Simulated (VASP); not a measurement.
# Zn (Im-3m) in VASP: further runs

Runs on Zn. Level: PBEsol. Tasks: single point.

Everything below comes from runs of VASP 6.6.1. Logs are shortened: lines on timing, memory, paths and dates and some standing lists are left out, and cuts for length are marked.

### 1 The cell of the first run

It takes space group Im-3m (No. 229, cubic). The conventional cell has a = 2.976 Å, b = 2.976 Å, c = 2.976 Å, α = 90.00°, β = 90.00°, γ = 90.00°. Within 3.4 Å of Zn (site symmetry m-3m) lie 14 Zn at 2.58 to 2.98 Å.

### 2 Single point, PBEsol

Contents of INCAR:

```
SYSTEM = Zn
PREC = Accurate ; ENCUT = 520
EDIFF = 1E-6 ; ISMEAR = 0
SIGMA = 0.15 ; LREAL = .FALSE.
LASPH = .TRUE. ; NELM = 100
ALGO = Normal ; ISIF = 2
LWAVE = .FALSE. ; LCHARG = .FALSE.
GGA = PS ; NBANDS = 12
```

Contents of KPOINTS:

```
regular mesh
0
G
  22 22 22
  0 0 0
```

Contents of POSCAR:

```
Zn
1.0
   -1.4881285153      1.4881285153      1.4881285153
    1.4881285153     -1.4881285153      1.4881285153
    1.4881285153      1.4881285153     -1.4881285153
Zn
1
Direct
    0.0000000000      0.0000000000      0.0000000000
```

Potentials or basis: VASP PAW PBE potentials, release 64 (Zn).

On the command line:

```console
$ cat potpaw_PBE.64/Zn/POTCAR > POTCAR
$ mpirun -np 1 vasp_std > vasp.out
```

OUTCAR:

```text
SYSTEM = Zn
   PREC = Accurate
   ENCUT = 520
   EDIFF = 1E-6
   ISMEAR = 0
   LREAL = .FALSE.
   LASPH = .TRUE.
   NELM = 100
   ISIF = 2
   GGA = PS

 ion  position               nearest neighbor table
   1  0.000  0.000  0.000-

  LATTYP: Found a body centered cubic cell.
 ALAT       =     2.9762570306

  Lattice vectors:

 A1 = (  -1.4881285153,   1.4881285153,   1.4881285153)
 A2 = (   1.4881285153,  -1.4881285153,   1.4881285153)
 A3 = (   1.4881285153,   1.4881285153,  -1.4881285153)

Analysis of symmetry for initial positions (statically):
=====================================================================
 Subroutine PRICEL returns:
 Original cell was already a primitive cell.

 Routine SETGRP: Setting up the symmetry group for a
 body centered cubic supercell.

 Subroutine GETGRP returns: Found 48 space group operations
 (whereof 48 operations were pure point group operations)
 out of a pool of 48 trial point group operations.

The static configuration has the point symmetry O_h .

Analysis of symmetry for dynamics (positions and initial velocities):
=====================================================================
 Subroutine PRICEL returns:
 Original cell was already a primitive cell.

 Routine SETGRP: Setting up the symmetry group for a
 body centered cubic supercell.

 Subroutine GETGRP returns: Found 48 space group operations
 (whereof 48 operations were pure point group operations)
 out of a pool of 48 trial point group operations.

The dynamic configuration has the point symmetry O_h .

 Subroutine INISYM returns: Found 48 space group operations
 (whereof 48 operations are pure point group operations),
 and found     1 'primitive' translations

----------------------------------------------------------------------------------------

                                     Primitive cell

  volume of cell :      13.1820

  direct lattice vectors                    reciprocal lattice vectors
    -1.488128515  1.488128515  1.488128515     0.000000000  0.335992486  0.335992486
     1.488128515 -1.488128515  1.488128515     0.335992486  0.000000000  0.335992486
     1.488128515  1.488128515 -1.488128515     0.335992486  0.335992486  0.000000000

  length of vectors
     2.577514197  2.577514197  2.577514197     0.475165131  0.475165131  0.475165131

  position of ions in fractional coordinates (direct lattice)
     0.000000000  0.000000000  0.000000000

  ion indices of the primitive-cell ions
   primitive index   ion index
                 1           1

----------------------------------------------------------------------------------------

 KPOINTS: regular mesh

Automatic generation of k-mesh.
 Grid dimensions read from file:
 generate k-points for:   22   22   22

 Generating k-lattice:

  Cartesian coordinates                     Fractional coordinates (reciprocal lattice)
     0.000000000  0.015272386  0.015272386     0.045454545  0.000000000  0.000000000
     0.015272386  0.000000000  0.015272386     0.000000000  0.045454545  0.000000000
     0.015272386  0.015272386  0.000000000     0.000000000  0.000000000  0.045454545

  Length of vectors
     0.021598415  0.021598415  0.021598415

  Shift w.r.t. Gamma in fractional coordinates (k-lattice)
     0.000000000  0.000000000  0.000000000

 Subroutine IBZKPT returns following result:
 ===========================================

 Found    328 irreducible k-points:

 Following reciprocal coordinates:
            Coordinates               Weight
  0.000000  0.000000  0.000000      1.000000
  0.045455  0.000000  0.000000     12.000000
  0.090909  0.000000  0.000000     12.000000
  0.136364  0.000000  0.000000     12.000000
  0.181818  0.000000  0.000000     12.000000
  0.227273  0.000000  0.000000     12.000000
[... 16 lines left out ...]
  0.090909  0.090909  0.000000     24.000000
  0.136364  0.090909 -0.000000     48.000000
 [... further k-points ...]
   k-points           NKPTS =    328   k-points in BZ     NKDIM =    328   number of bands    NBANDS=     12
   number of dos      NEDOS =    301   number of ions     NIONS =      1
   total plane-waves  NPLWV =   8000
   dimension x,y,z NGX =    20 NGY =   20 NGZ =   20
   dimension x,y,z NGXF=    40 NGYF=   40 NGZF=   40
   ions per type =               1
   NGX,Y,Z   is equivalent  to a cutoff of  12.90, 12.90, 12.90 a.u.
   NGXF,Y,Z  is equivalent  to a cutoff of  25.80, 25.80, 25.80 a.u.
 SYSTEM =  Zn
   PREC   = accura    normal or accurate (medium, high low for compatibility)
   ISTART =      0    job   : 0-new  1-cont  2-samecut
   ICHARG =      2    charge: 1-file 2-atom 10-const
   ISPIN  =      1    spin polarized calculation?
   LNONCOLLINEAR =      F non collinear calculations
   LSORBIT =      F    spin-orbit coupling
   LASPH  =      T    aspherical Exc in radial PAW
   ENCUT  =  520.0 eV  38.22 Ry    6.18 a.u.   4.79  4.79  4.79*2*pi/ulx,y,z
   NELM   =    100;   NELMIN=  2; NELMDL= -5     # of ELM steps
   EDIFF  = 0.1E-05   stopping-criterion for ELM
   LREAL  =      F    real-space projection
   EDIFFG = 0.1E-04   stopping-criterion for IOM
   NSW    =      0    number of steps for IOM
   IBRION =     -1    ionic relax: 0-MD 1-quasi-New 2-CG
   NFREE  =      0    steps in history (QN), initial steepest desc. (CG)
   ISIF   =      2    stress and relaxation
   ISYM   =      2    0-nonsym 1-usesym 2-fastsym
   POTIM  = 0.5000    time-step for ionic-motion
   TEBEG  =    0.0;   TEEND  =   0.0 temperature during run
   PSTRESS=    0.0 pullay stress
   NELECT =      12.0000    total number of electrons
   NUPDOWN=      -1.0000    fix difference up-down
   EMIN   =  10.00;   EMAX   =-10.00  energy-range for DOS
   EFERMI =   0.00;   METHOD = LEGACY
   ISMEAR =     0;   SIGMA  =   0.15  broadening in eV -4-tet -1-fermi 0-gaus
   EFERMI_NEDOS =   21; number of points for ismear=-14 and -15
   IALGO  =     38    algorithm
   IMIX   =      4    mixing-type and parameters
     AMIX     =   0.40;   BMIX     =  1.00
     AMIX_MAG =   1.60;   BMIX_MAG =  1.00
  volume/ion in A,a.u.               =      13.18        88.96
  Fermi-wavevector in a.u.,A,eV,Ry     =   1.586627  2.998290 34.251101  2.517385
  Thomas-Fermi vector in A             =   2.685909
   LORBIT       =      0    0 simple, 1 ext, 2 COOP (PROOUT), +10 PAW based schemes
   GGA     = PS    functional components
   LHFCALC =     F    Hartree Fock is set to
   AEXX    =    0.0000 exact exchange contribution
   IVDW    =     0    specifies the selected vdW correction
   LEPSILON=     F    determine dielectric tensor
   LRPA    =     F    only Hartree local field effects (RPA)
 non-spin polarized calculation
 Gauss-broadening in eV      SIGMA  =   0.15
  energy-cutoff  :      520.00
  volume of cell :       13.18
 maximum number of plane-waves:       370
   NGX =  9   NGY =  9   NGZ =  9

 number of electron      12.0000013 magnetization

 Free energy of the ion-electron system (eV)
  ---------------------------------------------------
  ext. energy  EPLUGINS =         0.00000000
  ---------------------------------------------------
  free energy    TOTEN  =        -1.46166195 eV

  energy without entropy =       -1.45749507  energy(sigma->0) =       -1.45957851

 E-fermi :   4.3138     XC(G=0): -12.4878

 val. band max:        4.3039599729   @ k =   0.3636   0.1818   0.0909
 cond. band min:       4.3357406999   @ k =   0.3636   0.1364   0.0909
 fundamental gap:      0.0317807270
 Fermi energy:         4.3138472637

 k-point     1 :       0.0000    0.0000    0.0000
  band No.  band energies     occupation
      1      -7.5743      2.00000
      2      -4.0880      2.00000
      3      -4.0880      2.00000
      4      -4.0880      2.00000
      5      -3.4254      2.00000
      6      -3.4254      2.00000
      7      25.8700      0.00000
      8      25.8700      0.00000
      9      25.8701      0.00000
     10      26.2901      0.00000
     11      26.2901      0.00000
     12      26.2901      0.00000

 k-point     2 :       0.0455    0.0000    0.0000
  band No.  band energies     occupation
      1      -7.5012      2.00000
      2      -4.0965      2.00000
      3      -4.0866      2.00000
      4      -4.0678      2.00000
      5      -3.4337      2.00000
      6      -3.4248      2.00000
      7      24.3141      0.00000
      8      25.1376      0.00000
      9      25.2957      0.00000
     10      25.7935      0.00000
     11      25.8746      0.00000
     12      26.2477      0.00000

 k-point     3 :       0.0909    0.0000    0.0000
  band No.  band energies     occupation
      1      -7.2840      2.00000
      2      -4.1212      2.00000
      3      -4.0825      2.00000
      4      -4.0082      2.00000
      5      -3.4556      2.00000
      6      -3.4231      2.00000
      7      21.7500      0.00000
      8      23.8461      0.00000
      9      24.1056      0.00000
     10      24.9124      0.00000
     11      25.4059      0.00000
     12      26.4787      0.00000
[... 286 lines left out ...]
 k-point    23 :       0.0909    0.0909    0.0000
  band No.  band energies     occupation
      1      -6.7217      2.00000
      2      -4.1544      2.00000
      3      -4.1186      2.00000
      4      -3.8347      2.00000
      5      -3.5048      2.00000
      6      -3.4098      2.00000
      7      19.2761      0.00000
      8      19.3927      0.00000
      9      21.9891      0.00000
     10      25.1054      0.00000
     11      25.7765      0.00000
     12      27.1729      0.00000

 k-point    24 :       0.1364    0.0909   -0.0000
  band No.  band energies     occupation
      1      -6.2580      2.00000
      2      -4.1950      2.00000
      3      -4.1244      2.00000
      4      -3.6880      2.00000
      5      -3.5308      2.00000
      6      -3.3954      2.00000
      7      16.8461      0.00000
      8      18.2827      0.00000
      9      20.9443      0.00000
     10      24.6194      0.00000
     11      25.9523      0.00000
     12      27.3458      0.00000

 [... further k-points ...]

------------------------ aborting loop because EDIFF is reached ----------------------------------------

  FORCE on cell =-STRESS in cart. coord.  units (eV):
  Direction    XX          YY          ZZ          XY          YZ          ZX
  --------------------------------------------------------------------------------------
  -------------------------------------------------------------------------------------
  Total        0.7421538      0.7421538      0.7421538     -0.0000000     -0.0000000     -0.0000000
  in kB       90.2034547     90.2034547     90.2034547     -0.0000000     -0.0000000     -0.0000000
  external PRESSURE =      90.2034547 kB  Pullay stress =       0.0000000 kB

 VOLUME and BASIS-vectors are now :
 -----------------------------------------------------------------------------
  energy-cutoff  :      520.00
  volume of cell :       13.18
      direct lattice vectors                 reciprocal lattice vectors
    -1.488128515  1.488128515  1.488128515     0.000000000  0.335992486  0.335992486
     1.488128515 -1.488128515  1.488128515     0.335992486  0.000000000  0.335992486
     1.488128515  1.488128515 -1.488128515     0.335992486  0.335992486  0.000000000

 POSITION                                       TOTAL-FORCE (eV/Angst)
 -----------------------------------------------------------------------------------
      0.00000      0.00000      0.00000         0.000000      0.000000      0.000000
 -----------------------------------------------------------------------------------
    total drift:                                0.000000     -0.000000      0.000000

  FREE ENERGIE OF THE ION-ELECTRON SYSTEM (eV)
  ---------------------------------------------------
  free  energy   TOTEN  =        -1.4616619550 eV

  energy  without entropy=       -1.4574950696  energy(sigma->0) =       -1.45957851
```

Wall time 21 s (1 thread of Intel Xeon Platinum 8488C (Sapphire Rapids), shared host); peak memory 0.16 GiB.

Results:

| Property | Result |
| --- | --- |
| Free energy | -1.4617 eV |
| Pressure | 9.0 GPa |
| Band gap on the k mesh | zero (band 6 reaches 8.58 eV, above the bottom of band 7 at 3.46 eV) |

Levels at points of the mesh, in eV from the Fermi level:
```csv
k point,band 2,band 3,band 4,band 5,band 6,band 7,band 8,band 9,band 10,band 11
"(0.00, 0.00, 0.00)",-8.40,-8.40,-8.40,-7.74,-7.74,21.56,21.56,21.56,21.98,21.98
"(0.50, 0.00, 0.00)",-8.81,-7.77,-7.69,-7.30,-3.53,-0.86,12.46,13.59,16.48,18.59
"(0.50, 0.50, 0.50)",-9.18,-7.40,-7.40,-7.40,4.27,4.27,4.27,9.02,9.02,9.27
```

Caveat: the PAW data sets were made with another functional, which shifts forces and pressure a little.

### 3 Single point, PBEsol

This run uses another cell than the first one, of 13.56 Å³/atom, 1.029 times its volume.

Contents of INCAR:

```
ALGO = Fast
EDIFF = 1E-7
ENCUT = 520
GGA = PS
ISIF = 2
ISMEAR = 0
LASPH = T
LCHARG = F
LREAL = F
LWAVE = F
NBANDS = 12
NELM = 80
PREC = Accurate
SIGMA = 0.15
```

Contents of KPOINTS:

```
k-points
0
Gamma
  22 22 22
```

Contents of POSCAR:

```
Zn
1.0
   -1.5023666344      1.5023666344      1.5023666344
    1.5023666344     -1.5023666344      1.5023666344
    1.5023666344      1.5023666344     -1.5023666344
Zn
1
Direct
    0.0000000000      0.0000000000      0.0000000000
```

Potentials or basis: VASP PAW PBE potentials, release 64 (Zn).

On the command line:

```console
$ cat potpaw_PBE.64/Zn/POTCAR > POTCAR
$ mpirun -np 1 vasp_std > vasp.out
```

OUTCAR:

```text
EDIFF = 1E-7
   ENCUT = 520
   GGA = PS
   ISIF = 2
   ISMEAR = 0
   LASPH = T
   LREAL = F
   NELM = 80
   PREC = Accurate

 ion  position               nearest neighbor table
   1  0.000  0.000  0.000-

  LATTYP: Found a body centered cubic cell.
 ALAT       =     3.0047332688

  Lattice vectors:

 A1 = (  -1.5023666344,   1.5023666344,   1.5023666344)
 A2 = (   1.5023666344,  -1.5023666344,   1.5023666344)
 A3 = (   1.5023666344,   1.5023666344,  -1.5023666344)

Analysis of symmetry for initial positions (statically):
[... 538 lines left out ...]

 [... further k-points ...]

------------------------ aborting loop because EDIFF is reached ----------------------------------------

  FORCE on cell =-STRESS in cart. coord.  units (eV):
  Direction    XX          YY          ZZ          XY          YZ          ZX
  --------------------------------------------------------------------------------------
  -------------------------------------------------------------------------------------
  Total        0.4847702      0.4847702      0.4847702     -0.0000000      0.0000000      0.0000000
  in kB       57.2609773     57.2609773     57.2609773     -0.0000000      0.0000000      0.0000000
  external PRESSURE =      57.2609773 kB  Pullay stress =       0.0000000 kB

 VOLUME and BASIS-vectors are now :
 -----------------------------------------------------------------------------
  energy-cutoff  :      520.00
  volume of cell :       13.56
      direct lattice vectors                 reciprocal lattice vectors
    -1.502366634  1.502366634  1.502366634     0.000000000  0.332808243  0.332808243
     1.502366634 -1.502366634  1.502366634     0.332808243  0.000000000  0.332808243
     1.502366634  1.502366634 -1.502366634     0.332808243  0.332808243  0.000000000

 POSITION                                       TOTAL-FORCE (eV/Angst)
 -----------------------------------------------------------------------------------
      0.00000      0.00000      0.00000         0.000000      0.000000     -0.000000
 -----------------------------------------------------------------------------------
    total drift:                                0.000000     -0.000000      0.000000

  FREE ENERGIE OF THE ION-ELECTRON SYSTEM (eV)
  ---------------------------------------------------
  free  energy   TOTEN  =        -1.4790978488 eV

  energy  without entropy=       -1.4747958271  energy(sigma->0) =       -1.47694684
```

OSZICAR:

```text
N       E                     dE             d eps       ncg     rms          rms(c)
DAV:   1     0.415836450534E+02    0.41584E+02   -0.65770E+03  8196   0.164E+03
DAV:   2    -0.464569775083E+00   -0.42048E+02   -0.39361E+02  8244   0.215E+02
DAV:   3    -0.164916115733E+01   -0.11846E+01   -0.11828E+01  9180   0.360E+01
DAV:   4    -0.165151199774E+01   -0.23508E-02   -0.23508E-02  8628   0.153E+00
DAV:   5    -0.165151342896E+01   -0.14312E-05   -0.14315E-05  8916   0.369E-02    0.382E+00
RMM:   6    -0.149220023594E+01    0.15931E+00   -0.35960E-01  9670   0.810E+00    0.276E+00
RMM:   7    -0.148385321448E+01    0.83470E-02   -0.11691E-02 10046   0.163E+00    0.137E+00
RMM:   8    -0.147916986209E+01    0.46834E-02   -0.18873E-03  9644   0.379E-01    0.802E-02
RMM:   9    -0.147910842486E+01    0.61437E-04   -0.51314E-04 10296   0.350E-01    0.668E-02
RMM:  10    -0.147909772725E+01    0.10698E-04   -0.28764E-05 10138   0.601E-02    0.576E-03
RMM:  11    -0.147909783776E+01   -0.11051E-06   -0.24825E-06  9795   0.159E-02    0.131E-03
RMM:  12    -0.147909784879E+01   -0.11025E-07   -0.91094E-08  6789   0.366E-03
   1 F= -.14790978E+01 E0= -.14769468E+01  d E =-.430202E-02
```

stdout:

```text
POSCAR found type information on POSCAR Zn
 POSCAR found :  1 types and       1 ions
 scaLAPACK will be used
 -----------------------------------------------------------------------------
|                                                                             |
|                                                                             |
|     You enforced a specific xc type in the INCAR file but a different       |
|     I HOPE YOU KNOW WHAT YOU ARE DOING!                                     |
|                                                                             |
 -----------------------------------------------------------------------------

 LDA part: xc-table for (Slater+PW92), standard interpolation
 POSCAR, INCAR and KPOINTS ok, starting setup
 FFT: planning ... GRIDC
 FFT: planning ... GRID_SOFT
 FFT: planning ... GRID
 WAVECAR not read
 entering main loop
WARNING in EDDRMM: call to ZHEGV failed, returncode =   6  3     11
```

Run time: 26 s. Hardware: 1 thread of Intel Xeon Platinum 8488C (Sapphire Rapids), shared host; peak memory 0.16 GiB.

What came out:

* Free energy: -1.4791 eV
* Pressure: 5.7 GPa
* Band gap on the k mesh: zero (band 6 reaches 8.30 eV, above the bottom of band 7 at 3.16 eV)

Levels at points of the mesh, in eV from the Fermi level:
```
           k point  band 2  band 3  band 4  band 5  band 6  band 7  band 8  band 9  band 10  band 11
(0.00, 0.00, 0.00)   -8.27   -8.27   -8.27   -7.64   -7.64   21.05   21.05   21.05    21.74    21.74
(0.50, 0.00, 0.00)   -8.66   -7.67   -7.60   -7.22   -3.37   -0.89   12.22   13.42    16.24    18.22
(0.50, 0.50, 0.50)   -9.01   -7.32   -7.32   -7.32    4.24    4.24    4.24    8.91     8.92     8.92
```

Caveat: the PAW data sets were made with another functional, which shifts forces and pressure a little.

(Continued in part 2 of 2.)
